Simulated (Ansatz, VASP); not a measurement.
One calculation of P, two programs

```
P
1.0
     4.59059    0.00000    0.00000
     0.00000    4.59059    0.00000
     0.00000    0.00000    5.75119
P
6
Direct
  0.00000 0.00000 0.25000
  0.00000 0.00000 0.75000
  0.67334 0.19115 0.50000
  0.32666 0.80885 0.50000
  0.80885 0.67334 0.00000
  0.19115 0.32666 0.00000
```

Alike in both runs: functional PBE; k mesh 6 × 6 × 4; occupations gaussian, width 0.1 eV; no spin polarisation.

Ansatz relaxed the structure, and its values are those at the end. VASP's run is a single point on that final structure, the one shown.

|  | VASP | Ansatz |
| --- | --- | --- |
| version | VASP 6.6.1 | Ansatz 0.2.0 |
| potentials or method | VASP PAW PBE potentials, release 64 (P), cutoff 520 eV | scalar-relativistic, plane waves, PAW |
| valence electrons in the cell | 30 | 30 |

```tsv
	VASP	Ansatz	Ansatz less VASP
gap on the k mesh at the Fermi level (eV)	none	none	-
pressure (GPa)	-0.3	0.0	+0.27
rms of the force components (eV/Å)	0.033	0.022	-0.0103
```

A gap of «none» marks a metal or a gap that the smearing closes.
